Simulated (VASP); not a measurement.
Here is a VASP 6.6.1 calculation.

Contents of INCAR:

```
SYSTEM = GaN
PREC = Accurate ; ENCUT = 1330
EDIFF = 1E-6 ; ISMEAR = 0
SIGMA = 0.01 ; LREAL = .FALSE.
LASPH = .TRUE. ; NELM = 120
ALGO = Normal ; ISIF = 2
LWAVE = .FALSE. ; LCHARG = .FALSE.
NBANDS = 16 ; GGA_COMPAT = .FALSE.
```

The input KPOINTS:

```
Automatic mesh
0
G
  10 10 10
  0 0 0
```

File POSCAR:

```
GaN
1.0
    2.2351959379      2.2351959379      0.0000000000
   -2.2351959379      2.2351959379      0.0000000000
    0.0000000000      2.2351959379      2.2351959379
Ga N
1 1
Direct
    0.0000000000      0.0000000000      0.0000000000
    0.2500000000      0.7500000000      0.5000000000
```

Potentials or basis: VASP PAW LDA potentials, release 64 (Ga_d, N_h).

Command:

```console
$ cat potpaw_LDA.64/Ga_d/POTCAR potpaw_LDA.64/N_h/POTCAR > POTCAR
$ mpirun -np 1 vasp_std > vasp.out
```

(1) Predict the pressure.

(2) Predict the band gap on the k mesh.

Answers

(1) -1.1 GPa.

(2) 1.91 eV.
